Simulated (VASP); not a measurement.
# Sb2As (Fd-3m) in VASP: a series of runs

The runs below take Sb2As through single point, relaxation of cell and atoms, with PBE.

Program: VASP 6.6.1. These are calculated values, not measurements. Logs are shortened: lines on timing, memory, paths and dates and some standing lists are left out, and cuts for length are marked.

## (1) The cell of the first run

Symmetry: Fd-3m, No. 227, cubic system. The conventional cell has a = 8.516 Å, b = 8.516 Å, c = 8.516 Å, α = 90.00°, β = 90.00°, γ = 90.00°. Within 4.0 Å of Sb (site symmetry -3m) lie 6 Sb at 3.01 Å and 6 As at 3.53 Å. Within 4.6 Å of As (site symmetry -43m) lie 12 Sb at 3.53 Å and 4 As at 3.69 Å.

## (2) Single point, PBE

INCAR

```
SYSTEM = Sb2As
ALGO = Normal ; EDIFF = 1E-6
ENCUT = 520 ; GGA = PE
ISIF = 2 ; ISMEAR = 0
LASPH = .TRUE. ; LCHARG = .FALSE.
LREAL = .FALSE. ; LWAVE = .FALSE.
NBANDS = 24 ; NELM = 60
PREC = Accurate ; SIGMA = 0.1
```

KPOINTS

```
k-points
0
G
  4 4 4
  0 0 0
```

POSCAR

```
Sb2As
1.0
    0.0000000000      4.2579925424      4.2579925424
    4.2579925424      0.0000000000      4.2579925424
    4.2579925424      4.2579925424      0.0000000000
Sb As
4 2
Direct
    0.6250000000      0.6250000000      0.6250000000
    0.1250000000      0.6250000000      0.6250000000
    0.6250000000      0.6250000000      0.1250000000
    0.6250000000      0.1250000000      0.6250000000
    0.0000000000      0.0000000000      0.0000000000
    0.2500000000      0.2500000000      0.2500000000
```

Potentials or basis: VASP PAW PBE potentials, release 64 (Sb, As).

Run with:

```
$ cat potpaw_PBE.64/Sb/POTCAR potpaw_PBE.64/As/POTCAR > POTCAR
$ mpirun -np 1 vasp_std > vasp.out
```

OUTCAR:

```text
SYSTEM = Sb2As
   EDIFF = 1E-6
   ENCUT = 520
   GGA = PE
   ISIF = 2
   ISMEAR = 0
   LASPH = .TRUE.
   LREAL = .FALSE.
   NELM = 60
   PREC = Accurate

 ion  position               nearest neighbor table
   1  0.625  0.625  0.625-   2 3.01   3 3.01   4 3.01   3 3.01   4 3.01   2 3.01
   2  0.125  0.625  0.625-   1 3.01   3 3.01   4 3.01   1 3.01   3 3.01   4 3.01
   3  0.625  0.625  0.125-   1 3.01   1 3.01   2 3.01   4 3.01   4 3.01   2 3.01
   4  0.625  0.125  0.625-   1 3.01   3 3.01   1 3.01   2 3.01   3 3.01   2 3.01
   5  0.000  0.000  0.000-
   6  0.250  0.250  0.250-

  LATTYP: Found a face centered cubic cell.
 ALAT       =     8.5159850848

  Lattice vectors:

 A1 = (   0.0000000000,   4.2579925424,   4.2579925424)
 A2 = (   4.2579925424,   0.0000000000,   4.2579925424)
 A3 = (   4.2579925424,   4.2579925424,   0.0000000000)

Analysis of symmetry for initial positions (statically):
=====================================================================
 Subroutine PRICEL returns:
 Original cell was already a primitive cell.

 Routine SETGRP: Setting up the symmetry group for a
 face centered cubic supercell.

 Subroutine GETGRP returns: Found 48 space group operations
 (whereof 24 operations were pure point group operations)
 out of a pool of 48 trial point group operations.

The static configuration has the point symmetry T_d .
 The point group associated with its full space group is O_h .

Analysis of symmetry for dynamics (positions and initial velocities):
=====================================================================
 Subroutine PRICEL returns:
 Original cell was already a primitive cell.

 Routine SETGRP: Setting up the symmetry group for a
 face centered cubic supercell.

 Subroutine GETGRP returns: Found 48 space group operations
 (whereof 24 operations were pure point group operations)
 out of a pool of 48 trial point group operations.

The dynamic configuration has the point symmetry T_d .
 The point group associated with its full space group is O_h .

 Subroutine INISYM returns: Found 48 space group operations
 (whereof 24 operations are pure point group operations),
 and found     1 'primitive' translations

----------------------------------------------------------------------------------------

                                     Primitive cell

  volume of cell :     154.3991

  direct lattice vectors                    reciprocal lattice vectors
     0.000000000  4.257992542  4.257992542    -0.117426227  0.117426227  0.117426227
     4.257992542  0.000000000  4.257992542     0.117426227 -0.117426227  0.117426227
     4.257992542  4.257992542  0.000000000     0.117426227  0.117426227 -0.117426227

  length of vectors
     6.021710802  6.021710802  6.021710802     0.203388192  0.203388192  0.203388192

  position of ions in fractional coordinates (direct lattice)
     0.625000000  0.625000000  0.625000000
     0.125000000  0.625000000  0.625000000
     0.625000000  0.625000000  0.125000000
     0.625000000  0.125000000  0.625000000
     0.000000000  0.000000000  0.000000000
     0.250000000  0.250000000  0.250000000

  ion indices of the primitive-cell ions
   primitive index   ion index
                 1           1
                 2           2
                 3           3
                 4           4
                 5           5
                 6           6

----------------------------------------------------------------------------------------

 KPOINTS: k-points

Automatic generation of k-mesh.
 Grid dimensions read from file:
 generate k-points for:    4    4    4

 Generating k-lattice:

  Cartesian coordinates                     Fractional coordinates (reciprocal lattice)
    -0.029356557  0.029356557  0.029356557     0.250000000  0.000000000  0.000000000
     0.029356557 -0.029356557  0.029356557     0.000000000  0.250000000  0.000000000
     0.029356557  0.029356557 -0.029356557     0.000000000  0.000000000  0.250000000

  Length of vectors
     0.050847048  0.050847048  0.050847048

  Shift w.r.t. Gamma in fractional coordinates (k-lattice)
     0.000000000  0.000000000  0.000000000

 Subroutine IBZKPT returns following result:
 ===========================================

 Found      8 irreducible k-points:

 Following reciprocal coordinates:
            Coordinates               Weight
  0.000000  0.000000  0.000000      1.000000
  0.250000  0.000000  0.000000      8.000000
  0.500000  0.000000  0.000000      4.000000
  0.250000  0.250000  0.000000      6.000000
  0.500000  0.250000  0.000000     24.000000
 -0.250000  0.250000  0.000000     12.000000
  0.500000  0.500000  0.000000      3.000000
 -0.250000  0.500000  0.250000      6.000000
   k-points           NKPTS =      8   k-points in BZ     NKDIM =      8   number of bands    NBANDS=     24
   number of dos      NEDOS =    301   number of ions     NIONS =      6
   total plane-waves  NPLWV = 110592
   dimension x,y,z NGX =    48 NGY =   48 NGZ =   48
   dimension x,y,z NGXF=    96 NGYF=   96 NGZF=   96
   ions per type =               4   2
   NGX,Y,Z   is equivalent  to a cutoff of  13.25, 13.25, 13.25 a.u.
   NGXF,Y,Z  is equivalent  to a cutoff of  26.50, 26.50, 26.50 a.u.
 SYSTEM =  Sb2As
   PREC   = accura    normal or accurate (medium, high low for compatibility)
   ISTART =      0    job   : 0-new  1-cont  2-samecut
   ICHARG =      2    charge: 1-file 2-atom 10-const
   ISPIN  =      1    spin polarized calculation?
   LNONCOLLINEAR =      F non collinear calculations
   LSORBIT =      F    spin-orbit coupling
   LASPH  =      T    aspherical Exc in radial PAW
   ENCUT  =  520.0 eV  38.22 Ry    6.18 a.u.  11.20 11.20 11.20*2*pi/ulx,y,z
   NELM   =     60;   NELMIN=  2; NELMDL= -5     # of ELM steps
   EDIFF  = 0.1E-05   stopping-criterion for ELM
   LREAL  =      F    real-space projection
   EDIFFG = 0.1E-04   stopping-criterion for IOM
   NSW    =      0    number of steps for IOM
   IBRION =     -1    ionic relax: 0-MD 1-quasi-New 2-CG
   NFREE  =      0    steps in history (QN), initial steepest desc. (CG)
   ISIF   =      2    stress and relaxation
   ISYM   =      2    0-nonsym 1-usesym 2-fastsym
   POTIM  = 0.5000    time-step for ionic-motion
   TEBEG  =    0.0;   TEEND  =   0.0 temperature during run
   PSTRESS=    0.0 pullay stress
   NELECT =      30.0000    total number of electrons
   NUPDOWN=      -1.0000    fix difference up-down
   EMIN   =  10.00;   EMAX   =-10.00  energy-range for DOS
   EFERMI =   0.00;   METHOD = LEGACY
   ISMEAR =     0;   SIGMA  =   0.10  broadening in eV -4-tet -1-fermi 0-gaus
   EFERMI_NEDOS =   21; number of points for ismear=-14 and -15
   IALGO  =     38    algorithm
   IMIX   =      4    mixing-type and parameters
     AMIX     =   0.40;   BMIX     =  1.00
     AMIX_MAG =   1.60;   BMIX_MAG =  1.00
  volume/ion in A,a.u.               =      25.73       173.66
  Fermi-wavevector in a.u.,A,eV,Ry     =   0.948201  1.791840 12.232793  0.899085
  Thomas-Fermi vector in A             =   2.076367
   LORBIT       =      0    0 simple, 1 ext, 2 COOP (PROOUT), +10 PAW based schemes
   GGA     = PE    functional components
   LHFCALC =     F    Hartree Fock is set to
   AEXX    =    0.0000 exact exchange contribution
   IVDW    =     0    specifies the selected vdW correction
   LEPSILON=     F    determine dielectric tensor
   LRPA    =     F    only Hartree local field effects (RPA)
 non-spin polarized calculation
 Gauss-broadening in eV      SIGMA  =   0.10
  energy-cutoff  :      520.00
  volume of cell :      154.40
 maximum number of plane-waves:      4184
 NGX is ok and might be reduce to    48
   NGX = 23   NGY = 23   NGZ = 23

 number of electron      30.0000003 magnetization

 Free energy of the ion-electron system (eV)
  ---------------------------------------------------
  ext. energy  EPLUGINS =         0.00000000
  ---------------------------------------------------
  free energy    TOTEN  =       -21.81209930 eV

  energy without entropy =      -21.79606574  energy(sigma->0) =      -21.80408252

 E-fermi :   7.2012     XC(G=0): -10.0736

 val. band max:        7.1442119632   @ k =   0.5000   0.2500   0.0000
 cond. band min:       7.3802429717   @ k =  -0.2500   0.2500   0.0000
 fundamental gap:      0.2360310085
 Fermi energy:         7.2011571625

 k-point     1 :       0.0000    0.0000    0.0000
  band No.  band energies     occupation
      1      -6.2468      2.00000
      2      -2.6017      2.00000
      3      -2.4176      2.00000
      4      -0.6769      2.00000
      5      -0.6769      2.00000
      6      -0.6769      2.00000
[... 16 lines left out ...]
     23      13.5873      0.00000
     24      13.5873      0.00000

 k-point     2 :       0.2500    0.0000    0.0000
  band No.  band energies     occupation
      1      -5.9022      2.00000
      2      -3.1445      2.00000
      3      -2.5924      2.00000
      4      -1.9010      2.00000
      5      -0.8516      2.00000
      6      -0.8516      2.00000
[... 16 lines left out ...]
     23      12.9220      0.00000
     24      12.9221      0.00000

 k-point     3 :       0.5000    0.0000    0.0000
  band No.  band energies     occupation
      1      -5.1913      2.00000
      2      -4.3286      2.00000
      3      -2.5817      2.00000
      4      -2.2894      2.00000
      5      -0.9929      2.00000
      6      -0.9929      2.00000
[... 16 lines left out ...]
     23      12.1155      0.00000
     24      12.2661      0.00000

 k-point     4 :       0.2500    0.2500    0.0000
  band No.  band energies     occupation
      1      -5.7827      2.00000
      2      -2.8643      2.00000
      3      -2.7650      2.00000
      4      -2.4209      2.00000
      5      -1.1352      2.00000
      6      -1.1352      2.00000
[... 16 lines left out ...]
     23      12.6107      0.00000
     24      12.6107      0.00000

 k-point     5 :       0.5000    0.2500    0.0000
  band No.  band energies     occupation
      1      -5.0517      2.00000
      2      -3.9253      2.00000
      3      -3.1412      2.00000
      4      -2.8262      2.00000
      5      -1.2557      2.00000
      6      -0.8709      2.00000
[... 16 lines left out ...]
     23      10.7208      0.00000
     24      12.1822      0.00000

 k-point     6 :      -0.2500    0.2500    0.0000
  band No.  band energies     occupation
      1      -5.3555      2.00000
      2      -3.4805      2.00000
      3      -3.3415      2.00000
      4      -2.5269      2.00000
      5      -1.0106      2.00000
      6      -0.7963      2.00000
[... 16 lines left out ...]
     23      10.9653      0.00000
     24      12.2725      0.00000

 k-point     7 :       0.5000    0.5000    0.0000
  band No.  band energies     occupation
      1      -4.4484      2.00000
      2      -4.4484      2.00000
      3      -3.0243      2.00000
      4      -3.0243      2.00000
      5      -1.4637      2.00000
      6      -1.4637      2.00000
[... 16 lines left out ...]
     23      12.2515      0.00000
     24      12.2515      0.00000

 k-point     8 :      -0.2500    0.5000    0.2500
  band No.  band energies     occupation
      1      -4.3287      2.00000
      2      -4.3287      2.00000
      3      -3.3988      2.00000
      4      -3.3988      2.00000
      5      -0.9585      2.00000
      6      -0.9585      2.00000
[... 16 lines left out ...]
     23      10.1627      0.00000
     24      10.1627      0.00000

------------------------ aborting loop because EDIFF is reached ----------------------------------------

  FORCE on cell =-STRESS in cart. coord.  units (eV):
  Direction    XX          YY          ZZ          XY          YZ          ZX
  --------------------------------------------------------------------------------------
  -------------------------------------------------------------------------------------
  Total        2.8240068      2.8240068      2.8240068      0.0000000      0.0000000      0.0000000
  in kB       29.3043189     29.3043189     29.3043189      0.0000000      0.0000000      0.0000000
  external PRESSURE =      29.3043189 kB  Pullay stress =       0.0000000 kB

 VOLUME and BASIS-vectors are now :
 -----------------------------------------------------------------------------
  energy-cutoff  :      520.00
  volume of cell :      154.40
      direct lattice vectors                 reciprocal lattice vectors
     0.000000000  4.257992542  4.257992542    -0.117426227  0.117426227  0.117426227
     4.257992542  0.000000000  4.257992542     0.117426227 -0.117426227  0.117426227
     4.257992542  4.257992542  0.000000000     0.117426227  0.117426227 -0.117426227

 POSITION                                       TOTAL-FORCE (eV/Angst)
 -----------------------------------------------------------------------------------
      5.32249      5.32249      5.32249        -0.000000      0.000000     -0.000000
      5.32249      3.19349      3.19349        -0.000000      0.000000     -0.000000
      3.19349      3.19349      5.32249        -0.000000      0.000000     -0.000000
      3.19349      5.32249      3.19349        -0.000000      0.000000     -0.000000
      0.00000      0.00000      0.00000         0.000000      0.000000     -0.000000
      2.12900      2.12900      2.12900        -0.000000     -0.000000      0.000000
 -----------------------------------------------------------------------------------
    total drift:                                0.000000     -0.000000     -0.000000

  FREE ENERGIE OF THE ION-ELECTRON SYSTEM (eV)
  ---------------------------------------------------
  free  energy   TOTEN  =       -21.8120992990 eV

  energy  without entropy=      -21.7960657369  energy(sigma->0) =      -21.80408252
```

It took 21 s on 1 thread of Intel Xeon 6975P-C (Granite Rapids), shared host; peak memory 0.31 GiB.

What came out:

```yaml
Free_energy: -21.8121 eV
Pressure: 2.9 GPa
Band_gap_on_the_k_mesh: zero (bands 15 and 16 overlap by 0.67 eV)
```

Caveat: spin-orbit coupling is left out, which moves the levels of the heavy elements.

(Continued in part 2 of 2.)

The gap in the log of VASP goes by the Fermi energy; the results here count the filled bands.